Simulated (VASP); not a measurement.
Runs of VASP 6.6.1 on Be4Ge3Pt. The structure is that of space group P-43m (No. 215), or close to it. The cells are those of the table. 

```csv
task,cell,k mesh,cutoff (eV),gap on the mesh (eV),pressure (GPa),relaxed volume (Å³/atom),largest force (eV/Å)
single point,"a = 4.993 Å, 8 atoms",8 × 8 × 8,520,none,0.1,-,0.01
relaxation of cell and atoms,"relaxed from a = 4.842 Å, 8 atoms",4 × 4 × 4,600,none,0.1,(b),0.02
relaxation of cell and atoms,"relaxed from a = 4.992 Å, 8 atoms",8 × 8 × 8,600,none,0.0,15.58,-
single point,"a = 4.842 Å, 8 atoms",4 × 4 × 4,520,none,51.4,-,(a)
single point,"a = 4.992 Å, 8 atoms",4 × 4 × 4,520,none,0.1,-,-
```

Alike in all rows: level PBE; potentials or basis VASP PAW PBE potentials, release 64 (Be, Ge_d, Pt); no spin polarisation; smearing gaussian 0.1 eV.

Estimate the missing entries.

(a) 5.23; (b) 18.56.

Caveats: spin-orbit coupling is left out, which moves the levels of the heavy elements; the volume moved by over 15 % at a fixed basis, so the end points are rough (some runs); forces of over 1 eV/Å act on the atoms, so gaps and moduli don't describe the material at rest (some runs).

A k mesh can miss the band edges, and the runs leave out spin-orbit coupling on Ge, Pt.

A gap of «none» marks levels without a gap at the run's occupations.
